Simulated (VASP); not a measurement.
Wanted: the native input for a VASP 6.6.1 run.

```yaml
Task: single point
Functional: PBE
Potentials_or_basis: VASP PAW PBE potentials, release 64 (Au_sv_GW)
Cutoff: 500 eV
k_mesh: 12 × 12 × 12
Occupations: gaussian, width 0.1 eV
Spin: no spin polarisation
Dipole_correction: no
Second_run: valence_matched
Further_INCAR_settings: ALGO = Normal; EDIFF = 1e-06; NBANDS = 26
```

The structure of Au lies in POSCAR:

```
Au
1.0
    3.3508286739      0.0000000000      0.0000000000
    0.0000000000      3.3508286739      0.0000000000
    0.0000000000      0.0000000000      3.1032304960
Au
2
Direct
    0.0000000000      0.0000000000      0.0000000000
    0.5000000000      0.5000000000      0.5000000000
```

This cell differs from its parent crystal: uniaxial strain along c: -6.0 %.

These files were run (other wordings do the same):

INCAR

```
SYSTEM = Au
PREC = Accurate
ENCUT = 500
EDIFF = 1E-6
ISMEAR = 0
SIGMA = 0.1
LREAL = .FALSE.
LASPH = .TRUE.
NELM = 120
ALGO = Normal
ISIF = 2
LWAVE = .FALSE.
LCHARG = .TRUE.
GGA = PE
LELF = .TRUE.
LVHAR = .TRUE.
NBANDS = 26
GGA_COMPAT = .FALSE.
```

KPOINTS

```
Automatic mesh
0
G
  12 12 12
  0 0 0
```

Potentials or basis: VASP PAW PBE potentials, release 64 (Au_sv_GW).

Run with:

```sh
$ cat potpaw_PBE.64/Au_sv_GW/POTCAR > POTCAR
$ mpirun -np 1 vasp_std > vasp.out
```

It gave:

- Pressure: 3.3 GPa
- Band gap on the k mesh: zero (band 19 reaches 11.63 eV, above the bottom of band 20 at 6.25 eV)

Caveat: the cell differs from its parent crystal (uniaxial strain along c: -6.0 %); spin-orbit coupling is left out, which moves the levels of the heavy elements.

It took 53 s on 1 thread of Intel(R) Xeon(R) 6975P-C (Granite Rapids), with other jobs on the host, peak memory 0.25 GiB.
